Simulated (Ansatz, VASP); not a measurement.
## One calculation of SnTe, two programs

```
CELL_PARAMETERS angstrom
0.00000 3.20385 3.06181
3.20385 0.00000 3.06181
3.20385 3.20385 0.00000
ATOMIC_POSITIONS crystal
Sn 0.00000 0.00000 0.00000
Te 0.50000 0.50000 0.50000
```

Change from the starting cell: strain +0.015 along x and y, -0.030 along z, atoms carried along.

Alike in both runs: task single point; functional PBE; k mesh 10 × 10 × 10; occupations gaussian, width 0.03 eV; no spin polarisation.

|  | VASP | Ansatz |
| --- | --- | --- |
| version | VASP 6.6.1 | Ansatz 0.2.0 |
| potentials or method | VASP PAW PBE potentials, release 64 (Sn_d, Te), cutoff 520 eV | scalar-relativistic, plane waves, PAW |
| valence electrons in the cell | 20 | 30 |

Ansatz gave:

```
gap on the k mesh at the Fermi level (eV)                     : 0.19
least direct gap on the mesh (eV)                             : 0.19
pressure (GPa)                                                : 2.3
traceless stress, the component that is largest in VASP (GPa) : 4.39
```

**Question.** What did VASP give for the same quantities?

**Answer.** gap on the k mesh at the Fermi level (eV): 0.19; least direct gap on the mesh (eV): 0.19; pressure (GPa): 2.3; traceless stress, the component that is largest in VASP (GPa): 4.40.

VASP's potentials hold 20 valence electrons a cell and Ansatz's 30, so a difference there can come from the potentials and not from the codes.

Neither program's run includes spin-orbit coupling.
